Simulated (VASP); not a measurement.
The system is AlN.

```
Al N
1.0
     0.00000    2.18488    2.18488
     2.18488    0.00000    2.18488
     2.18488    2.18488    0.00000
Al N
1 1
Cartesian
  0.0000 0.0000 0.0000
  3.2773 3.2773 3.2773
```

Base run:

- Program: VASP 6.6.1
- Functional: PBE
- Potentials or basis: VASP PAW PBE potentials, release 64 (Al, N)
- Cutoff: 520 eV
- k mesh: 6 × 6 × 6
- Occupations: gaussian, width 0.01 eV
- Spin: no spin polarisation

Its results: band gap on the k mesh 3.32 eV, indirect (least direct gap 4.18 eV); pressure 4.3 GPa.

Question: The run is repeated on the same cell with these changes: functional from PBE to r2SCAN; k mesh from 6 × 6 × 6 to 10 × 10 × 10. What comes out?

Answer: Band gap on the k mesh 3.93 eV, indirect (least direct gap 4.88 eV); pressure -0.4 GPa.

Several settings changed at once, so the effect can't be laid on one alone.

Caveats: the PAW data sets were made with another functional, which shifts forces and pressure a little (some runs).

A k mesh can miss the band edges.
